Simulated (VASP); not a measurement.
## MoS2: single point with r2SCAN

The system is MoS2.

```
CELL_PARAMETERS angstrom
3.17302 0.00000 0.00000
-1.58651 2.74792 0.00000
0.00000 0.00000 12.43591
ATOMIC_POSITIONS crystal
Mo 0.33333 0.66667 0.25000
Mo 0.66667 0.33333 0.75000
S 0.33333 0.66667 0.62490
S 0.66667 0.33333 0.12490
S 0.33333 0.66667 0.87510
S 0.66667 0.33333 0.37510
```

```json
{"Program": "VASP 6.6.1", "Task": "single point", "Functional": "r2SCAN", "Potentials or basis": "VASP PAW PBE potentials, release 64 (Mo_sv, S)", "Cutoff": "520 eV", "k mesh": "12 × 12 × 2", "Occupations": "gaussian, width 0.01 eV", "Spin": "no spin polarisation"}
```

- Pressure: 1.2 GPa
- Largest force: 0.051 eV/Å
- Band gap on the k mesh: 1.05 eV (least direct gap 1.75 eV)

Forces in eV/Å, atoms in the order of the input:
```
Mo   0.000  0.000  0.000
Mo   0.000  0.000  0.000
S    0.000  0.000  0.051
S    0.000  0.000  0.051
S    0.000  0.000 -0.051
S    0.000  0.000 -0.051
```

Stress tensor (GPa, compression positive):
```
1.28 0.00 0.00
0.00 1.28 0.00
0.00 0.00 1.05
```

Levels at points of the mesh, in eV from the valence-band top:
| k point | band 24 | band 25 | band 26 | band 27 | band 28 | band 29 |
| --- | --- | --- | --- | --- | --- | --- |
| (0.00, 0.00, 0.00) | -1.37 | -1.11 | 0.00 | 2.25 | 2.25 | 2.27 |
| (0.50, 0.00, 0.00) | -1.71 | -1.43 | -1.32 | 1.70 | 1.75 | 2.13 |
| (0.00, 0.00, 0.50) | -2.33 | -0.29 | -0.29 | 2.26 | 2.26 | 2.26 |
| (0.50, 0.00, 0.50) | -1.79 | -1.37 | -1.37 | 1.72 | 1.72 | 2.26 |

Wall time 5.3 min on 1 thread of Intel(R) Xeon(R) Platinum 8259CL CPU @ 2.50GHz (Skylake/Cascade Lake), on a shared host, peak memory 0.3 GiB.

Caveat: the PAW data sets were made with another functional, which shifts forces and pressure a little. r2SCAN opens gaps a little over a GGA but as a rule still falls short of measured ones.
